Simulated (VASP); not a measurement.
Write the native input for VASP 6.6.1 that does the following.

| Item | Value |
| --- | --- |
| Task | single point |
| Functional | r2SCAN |
| Potentials or basis | VASP PAW PBE potentials, release 64 (Mg, F) |
| Cutoff | 660 eV |
| k mesh | 4 × 4 × 8 |
| Occupations | gaussian, width 0.01 eV |
| Spin | no spin polarisation |
| Dipole correction | no |
| Further INCAR settings | ALGO = Normal; EDIFF = 1e-06; NBANDS = 25 |

The system is MgF2.

```
Mg F
1.0
     4.62202    0.00000    0.00000
     0.00000    4.62202    0.00000
     0.00000    0.00000    3.04611
Mg F
2 4
Direct
  0.00000 0.00000 0.00000
  0.50000 0.50000 0.50000
  0.30295 0.30295 0.00000
  0.19705 0.80295 0.50000
  0.69705 0.69705 0.00000
  0.80295 0.19705 0.50000
```

The input as run:

POSCAR

```
MgF2
1.0
    4.6220162621      0.0000000000      0.0000000000
    0.0000000000      4.6220162621      0.0000000000
    0.0000000000      0.0000000000      3.0461115434
Mg F
2 4
Direct
    0.0000000000      0.0000000000      0.0000000000
    0.5000000000      0.5000000000      0.5000000000
    0.3029506050      0.3029506050      0.0000000000
    0.1970493950      0.8029506050      0.5000000000
    0.6970493950      0.6970493950      0.0000000000
    0.8029506050      0.1970493950      0.5000000000
```

INCAR.step1

```
PREC = Accurate
ENCUT = 660
ISMEAR = 0
SIGMA = 0.01
LREAL = False
LASPH = True
NELM = 120
NBANDS = 25
GGA = PE
ALGO = Normal
EDIFF = 1E-5
LWAVE = True
LCHARG = False
GGA_COMPAT = False
```

INCAR.step2

```
PREC = Accurate
ENCUT = 660
EDIFF = 1E-6
ISMEAR = 0
SIGMA = 0.01
LREAL = False
LASPH = True
NELM = 120
ALGO = Normal
ISIF = 2
LWAVE = False
LCHARG = False
METAGGA = R2SCAN
LMIXTAU = True
NBANDS = 25
ISTART = 1
GGA_COMPAT = False
```

KPOINTS

```
Automatic mesh
0
Gamma
  4 4 8
```

Potentials or basis: VASP PAW PBE potentials, release 64 (Mg, F).

Run with:

```bash
$ cat potpaw_PBE.64/Mg/POTCAR potpaw_PBE.64/F/POTCAR > POTCAR
$ cp INCAR.step1 INCAR
$ mpirun -np 1 vasp_std > vasp.out
$ cp INCAR.step2 INCAR
$ mpirun -np 1 vasp_std > vasp.out
```

Results of the run:

- Pressure: -1.5 GPa
- Largest force: 0.007 eV/Å
- Band gap on the k mesh: 8.03 eV

Caveat: the PAW data sets were made with another functional, which shifts forces and pressure a little.

Run time: 2.1 min on 1 thread of Intel(R) Xeon(R) 6975P-C (Granite Rapids), with other jobs on the host, peak memory 0.24 GiB.
